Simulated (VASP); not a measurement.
# YAl3N4 (P-1) in VASP: single point with PBEsol

Aim: the single point of YAl3N4 with PBEsol.

Program: VASP 6.6.1. These are calculated values, not measurements. Logs are shortened: lines on timing, memory, paths and dates and some standing lists are left out, and cuts for length are marked.

### Step 1. The cell of the first run

The typed cell holds 16 atoms: a = 5.776 Å, b = 5.765 Å, c = 7.028 Å, α = 108.61°, β = 89.76°, γ = 120.28°.

### Step 2. Single point, PBEsol

The input, INCAR:

```
PREC     = Accurate       # precision mode
ENCUT    = 520            # plane-wave cutoff, eV
EDIFF    = 1E-6           # SCF threshold, eV
ISMEAR   = 0              # smearing method
SIGMA    = 0.02           # smearing width, eV
LREAL    = Auto         
LASPH    = True           # aspherical terms in the spheres
NELM     = 100            # most SCF steps
ALGO     = Normal         # electronic algorithm
ISIF     = 2              # what is computed and relaxed
LWAVE    = False          # write WAVECAR
LCHARG   = False          # write CHGCAR
GGA      = PS             # functional
NBANDS   = 54             # bands
```

The input, KPOINTS:

```
regular mesh
0
Gamma
  6 6 4
```

The input, POSCAR:

```
YAl3N4
1.0
    5.0085682537     -2.8774988019      0.0065119413
   -3.4101709650     -0.1116245966     -4.6463385354
    3.5261258107      6.0793510342      0.0482833097
Y Al N
2 6 8
Direct
    0.3194227289      0.0089057525     -0.0118130245
    0.9305772711      0.4910942475      0.1368130245
    0.8310416494     -0.0175187198      0.2549329938
    0.3548487901      0.0745592846      0.5148904936
    0.8233133863     -0.0434651077      0.7311765096
    0.4266866137      0.5434651077      0.3938234904
    0.8951512099      0.4254407154      0.6101095064
    0.4189583506      0.5175187198      0.8700670062
    0.5516191983      0.5320423919      0.1399771032
    0.0627647910      0.4194758540      0.3912558333
    0.6096205577      0.5133119896      0.6129417349
    0.0930814395      0.5257477678      0.8551536378
    0.6983808017     -0.0320423919     -0.0149771032
    0.1569185605     -0.0257477678      0.2698463622
    0.6403794423     -0.0133119896      0.5120582651
    0.1872352090      0.0805241460      0.7337441667
```

Potentials or basis: VASP PAW PBE potentials, release 64 (Y_sv, Al, N).

Run with:

```sh
cat potpaw_PBE.64/Y_sv/POTCAR potpaw_PBE.64/Al/POTCAR potpaw_PBE.64/N/POTCAR > POTCAR
mpirun -np 1 vasp_std > vasp.out
```

OUTCAR:

```text
PREC = Accurate
   ENCUT = 520
   EDIFF = 1E-6
   ISMEAR = 0
   LREAL = Auto
   LASPH = True
   NELM = 100
   ISIF = 2
   GGA = PS

 ion  position               nearest neighbor table
   1  0.319  0.009  0.988-  16 2.18  14 2.21  12 2.24  13 2.32   9 2.43   8 3.03   8 3.08   2 3.09
                             2 3.20   5 3.22   7 3.23   6 3.24   3 3.35   4 3.46   5 3.51   4 3.59
   2  0.931  0.491  0.137-  10 2.18  12 2.21  14 2.24   9 2.32  13 2.43   3 3.03   3 3.08   1 3.09
                             1 3.20   6 3.22   4 3.23   5 3.24   8 3.35   7 3.46   6 3.51   7 3.59
   3  0.831  0.982  0.255-  14 1.91  13 2.01  10 2.03   9 2.11  15 2.11   7 2.81   6 2.90   8 3.03
                             2 3.03   2 3.08   6 3.17   4 3.25   1 3.35   1 3.60
   4  0.355  0.075  0.515-  16 1.81  14 1.82  15 1.95  11 2.04   7 2.66   8 2.81   6 2.92   6 3.14
                             2 3.23   3 3.25   5 3.27   1 3.46   1 3.59
   5  0.823  0.957  0.731-  16 1.85  13 1.92  15 1.97  11 2.05   6 2.74   8 2.90   7 2.92   7 3.14
                             8 3.17   1 3.22   2 3.24   4 3.27   1 3.51
   6  0.427  0.543  0.394-  10 1.85   9 1.92  11 1.97  15 2.05   5 2.74   3 2.90   4 2.92   4 3.14
                             3 3.17   2 3.22   1 3.24   7 3.27   2 3.51
   7  0.895  0.425  0.610-  10 1.81  12 1.82  11 1.95  15 2.04   4 2.66   3 2.81   5 2.92   5 3.14
                             1 3.23   8 3.25   6 3.27   2 3.46   2 3.59
   8  0.419  0.518  0.870-  12 1.91   9 2.01  16 2.03  13 2.11  11 2.11   4 2.81   5 2.90   3 3.03
                             1 3.03   1 3.08   5 3.17   7 3.25   2 3.35   2 3.60
   9  0.552  0.532  0.140-   6 1.92   8 2.01   3 2.11   2 2.32   1 2.43
  10  0.063  0.419  0.391-   7 1.81   6 1.85   3 2.03   2 2.18
  11  0.610  0.513  0.613-   7 1.95   6 1.97   4 2.04   5 2.05   8 2.11
  12  0.093  0.526  0.855-   7 1.82   8 1.91   2 2.21   1 2.24
  13  0.698  0.968  0.985-   5 1.92   3 2.01   8 2.11   1 2.32   2 2.43
  14  0.157  0.974  0.270-   4 1.82   3 1.91   1 2.21   2 2.24
  15  0.640  0.987  0.512-   4 1.95   5 1.97   7 2.04   6 2.05   3 2.11
  16  0.187  0.081  0.734-   4 1.81   5 1.85   8 2.03   1 2.18

  LATTYP: Found a triclinic cell.
 ALAT       =     7.5345415401
 B/A-ratio  =     1.3081680630
 C/A-ratio  =     0.7666443240
 COS(alpha) =     0.0007839534
 COS(beta)  =     0.3819068122
 COS(gamma) =     0.8139976823

  Lattice vectors:

 A1 = (   0.1159548457,   5.9677264376,  -4.5980552257)
 A2 = (   1.7143521344,   2.9786030391,  -9.2378818198)
 A3 = (  -5.0085682537,   2.8774988019,  -0.0065119413)

Analysis of symmetry for initial positions (statically):
=====================================================================
 Subroutine PRICEL returns:
 Original cell was already a primitive cell.

 Routine SETGRP: Setting up the symmetry group for a
 triclinic supercell.

 Subroutine GETGRP returns: Found  2 space group operations
 (whereof  1 operations were pure point group operations)
 out of a pool of  2 trial point group operations.

The static configuration has the point symmetry C_1 .
 The point group associated with its full space group is S_2 .

Analysis of symmetry for dynamics (positions and initial velocities):
=====================================================================
 Subroutine PRICEL returns:
 Original cell was already a primitive cell.

 Routine SETGRP: Setting up the symmetry group for a
 triclinic supercell.

 Subroutine GETGRP returns: Found  2 space group operations
 (whereof  1 operations were pure point group operations)
 out of a pool of  2 trial point group operations.

The dynamic configuration has the point symmetry C_1 .
 The point group associated with its full space group is S_2 .

 Subroutine INISYM returns: Found  2 space group operations
 (whereof  1 operations are pure point group operations),
 and found     1 'primitive' translations

----------------------------------------------------------------------------------------

                                     Primitive cell

  volume of cell :     187.9861

  direct lattice vectors                    reciprocal lattice vectors
     5.008568254 -2.877498802  0.006511941     0.150230943 -0.086277217 -0.108188962
    -3.410170965 -0.111624597 -4.646338535     0.000949663  0.001164279 -0.215948207
     3.526125811  6.079351034  0.048283310     0.071125250  0.123675598 -0.055173445

  length of vectors
     5.776313505  5.764563110  7.028115217     0.204249714  0.215953434  0.152965891

  position of ions in fractional coordinates (direct lattice)
     0.319422729  0.008905752  0.988186975
     0.930577271  0.491094248  0.136813025
[... 45 lines left out ...]
     0.025038491 -0.014379536 -0.018031494     0.166666667 -0.000000000 -0.000000000
     0.000158277  0.000194047 -0.035991368     0.000000000  0.166666667 -0.000000000
     0.017781313  0.030918900 -0.013793361     0.000000000  0.000000000  0.250000000

  Length of vectors
     0.034041619  0.035992239  0.038241473

  Shift w.r.t. Gamma in fractional coordinates (k-lattice)
     0.000000000  0.000000000  0.000000000

 Subroutine IBZKPT returns following result:
 ===========================================

 Found     76 irreducible k-points:

 Following reciprocal coordinates:
            Coordinates               Weight
  0.000000  0.000000  0.000000      1.000000
  0.166667  0.000000  0.000000      2.000000
  0.333333 -0.000000  0.000000      2.000000
  0.500000  0.000000  0.000000      1.000000
 -0.000000  0.166667 -0.000000      2.000000
  0.166667  0.166667  0.000000      2.000000
[... 16 lines left out ...]
  0.333333  0.000000  0.250000      2.000000
  0.500000  0.000000  0.250000      2.000000
 [... further k-points ...]
   k-points           NKPTS =     76   k-points in BZ     NKDIM =     76   number of bands    NBANDS=     54
   number of dos      NEDOS =    301   number of ions     NIONS =     16
   total plane-waves  NPLWV = 124416
   dimension x,y,z NGX =    48 NGY =   48 NGZ =   54
   dimension x,y,z NGXF=    96 NGYF=   96 NGZF=  108
   ions per type =               2   6   8
   NGX,Y,Z   is equivalent  to a cutoff of  13.81, 13.84, 12.77 a.u.
   NGXF,Y,Z  is equivalent  to a cutoff of  27.63, 27.69, 25.55 a.u.
 SYSTEM =  unknown system
   PREC   = accura    normal or accurate (medium, high low for compatibility)
   ISTART =      0    job   : 0-new  1-cont  2-samecut
   ICHARG =      2    charge: 1-file 2-atom 10-const
   ISPIN  =      1    spin polarized calculation?
   LNONCOLLINEAR =      F non collinear calculations
   LSORBIT =      F    spin-orbit coupling
   LASPH  =      T    aspherical Exc in radial PAW
   ENCUT  =  520.0 eV  38.22 Ry    6.18 a.u.  10.74 10.72 13.07*2*pi/ulx,y,z
   NELM   =    100;   NELMIN=  2; NELMDL= -5     # of ELM steps
   EDIFF  = 0.1E-05   stopping-criterion for ELM
   LREAL  =      T    real-space projection
   EDIFFG = 0.1E-04   stopping-criterion for IOM
   NSW    =      0    number of steps for IOM
   IBRION =     -1    ionic relax: 0-MD 1-quasi-New 2-CG
   NFREE  =      0    steps in history (QN), initial steepest desc. (CG)
   ISIF   =      2    stress and relaxation
   ISYM   =      2    0-nonsym 1-usesym 2-fastsym
   POTIM  = 0.5000    time-step for ionic-motion
   TEBEG  =    0.0;   TEEND  =   0.0 temperature during run
   PSTRESS=    0.0 pullay stress
   NELECT =      80.0000    total number of electrons
   NUPDOWN=      -1.0000    fix difference up-down
   EMIN   =  10.00;   EMAX   =-10.00  energy-range for DOS
   EFERMI =   0.00;   METHOD = LEGACY
   ISMEAR =     0;   SIGMA  =   0.02  broadening in eV -4-tet -1-fermi 0-gaus
   EFERMI_NEDOS =   21; number of points for ismear=-14 and -15
   IALGO  =     38    algorithm
   IMIX   =      4    mixing-type and parameters
     AMIX     =   0.40;   BMIX     =  1.00
     AMIX_MAG =   1.60;   BMIX_MAG =  1.00
  volume/ion in A,a.u.               =      11.75        79.29
  Fermi-wavevector in a.u.,A,eV,Ry     =   1.231392  2.326993 20.630861  1.516326
  Thomas-Fermi vector in A             =   2.366203
   LORBIT       =      0    0 simple, 1 ext, 2 COOP (PROOUT), +10 PAW based schemes
   GGA     = PS    functional components
   LHFCALC =     F    Hartree Fock is set to
   AEXX    =    0.0000 exact exchange contribution
   IVDW    =     0    specifies the selected vdW correction
   LEPSILON=     F    determine dielectric tensor
   LRPA    =     F    only Hartree local field effects (RPA)
 non-spin polarized calculation
 Gauss-broadening in eV      SIGMA  =   0.02
  energy-cutoff  :      520.00
  volume of cell :      187.99
 maximum number of plane-waves:      5088
 NGX is ok and might be reduce to    48
   NGX = 21   NGY = 21   NGZ = 27

 number of electron      80.0000000 magnetization

 Free energy of the ion-electron system (eV)
  ---------------------------------------------------
  ext. energy  EPLUGINS =         0.00000000
  ---------------------------------------------------
  free energy    TOTEN  =      -128.38590531 eV

  energy without entropy =     -128.38590531  energy(sigma->0) =     -128.38590531

 E-fermi :   5.9937     XC(G=0): -11.0444

 val. band max:        5.8430600310   @ k =   0.0000   0.0000   0.0000
 cond. band min:       8.2178475261   @ k =   0.0000   0.0000   0.0000
 fundamental gap:      2.3747874951
 Fermi energy:         5.9937042756

 k-point     1 :       0.0000    0.0000    0.0000
  band No.  band energies     occupation
      1     -34.5505      2.00000
      2     -34.4269      2.00000
      3     -15.4339      2.00000
      4     -15.0162      2.00000
      5     -14.9577      2.00000
      6     -14.8832      2.00000
[... 1309 lines left out ...]
     51      12.1931      0.00000
     52      12.6529      0.00000

 [... further k-points ...]

 [bands above 52 left out]

------------------------ aborting loop because EDIFF is reached ----------------------------------------

  FORCE on cell =-STRESS in cart. coord.  units (eV):
  Direction    XX          YY          ZZ          XY          YZ          ZX
  --------------------------------------------------------------------------------------
  -------------------------------------------------------------------------------------
  Total       -0.0838860     -0.0583549     -0.1655693     -0.0242041     -0.0098821     -0.0378529
  in kB       -0.7149475     -0.4973496     -1.4111218     -0.2062880     -0.0842237     -0.3226142
  external PRESSURE =      -0.8744730 kB  Pullay stress =       0.0000000 kB

 VOLUME and BASIS-vectors are now :
 -----------------------------------------------------------------------------
  energy-cutoff  :      520.00
  volume of cell :      187.99
      direct lattice vectors                 reciprocal lattice vectors
     5.008568254 -2.877498802  0.006511941     0.150230943 -0.086277217 -0.108188962
    -3.410170965 -0.111624597 -4.646338535     0.000949663  0.001164279 -0.215948207
     3.526125811  6.079351034  0.048283310     0.071125250  0.123675598 -0.055173445

 POSITION                                       TOTAL-FORCE (eV/Angst)
 -----------------------------------------------------------------------------------
      5.05395      5.08740      0.00841         0.005510      0.002270      0.000848
      3.46856     -1.90082     -2.26912        -0.005510     -0.002270     -0.000848
      1.71083     -0.95116     -4.54722        -0.012579      0.000992      0.001013
      3.33859      2.10080     -0.31926         0.017469     -0.009987     -0.004051
      3.43989      1.96922     -4.40372        -0.008361      0.005299      0.005382
      1.67245      1.10574     -2.50333         0.008361     -0.005299     -0.005382
[... 8 lines left out ...]
      1.64819      1.16015     -4.55559        -0.002349      0.002023     -0.001503
      3.25045      3.91293     -0.33750         0.008784      0.008917      0.001261
 -----------------------------------------------------------------------------------
    total drift:                               -0.000029     -0.000059      0.000016

  FREE ENERGIE OF THE ION-ELECTRON SYSTEM (eV)
  ---------------------------------------------------
  free  energy   TOTEN  =      -128.3859053100 eV

  energy  without entropy=     -128.3859053100  energy(sigma->0) =     -128.38590531
```

It took 39 min on 1 thread of Intel Xeon Platinum 8488C (Sapphire Rapids), shared host; peak memory 0.66 GiB.

What came out:

| Property | Result |
| --- | --- |
| Free energy | -128.3859 eV |
| Pressure | -0.1 GPa |
| Largest force | 0.021 eV/Å |
| Band gap on the k mesh | 2.37 eV |

Forces in eV/Å, atoms in the order of the input:
```
Y    0.006  0.002  0.001
Y   -0.006 -0.002 -0.001
Al  -0.013  0.001  0.001
Al   0.017 -0.010 -0.004
Al  -0.008  0.005  0.005
Al   0.008 -0.005 -0.005
Al  -0.017  0.010  0.004
Al   0.013 -0.001 -0.001
N    0.005 -0.005  0.001
N   -0.009 -0.009 -0.001
N    0.002 -0.002  0.002
N    0.002  0.012 -0.004
N   -0.005  0.005 -0.001
N   -0.002 -0.012  0.004
N   -0.002  0.002 -0.002
N    0.009  0.009  0.001
```

Levels at points of the mesh, in eV from the valence-band top:
| k point | band 38 | band 39 | band 40 | band 41 | band 42 | band 43 |
| --- | --- | --- | --- | --- | --- | --- |
| (0.00, 0.00, 0.00) | -0.99 | -0.54 | 0.00 | 2.37 | 3.31 | 3.58 |
| (0.50, 0.00, 0.00) | -1.01 | -0.69 | -0.44 | 2.96 | 3.17 | 4.05 |
| (0.00, 0.50, 0.00) | -0.96 | -0.67 | -0.23 | 2.87 | 3.39 | 3.46 |
| (0.50, 0.50, 0.00) | -1.02 | -0.82 | -0.43 | 3.31 | 3.49 | 4.09 |
| (0.00, 0.00, 0.50) | -0.97 | -0.53 | -0.29 | 3.20 | 3.39 | 3.61 |
| (0.50, 0.00, 0.50) | -1.05 | -0.71 | -0.63 | 3.30 | 3.35 | 3.71 |
| (0.00, 0.50, 0.50) | -1.13 | -0.76 | -0.66 | 2.49 | 2.98 | 3.75 |
| (0.50, 0.50, 0.50) | -0.83 | -0.77 | -0.77 | 3.15 | 3.74 | 4.18 |

Caveat: the PAW data sets were made with another functional, which shifts forces and pressure a little.
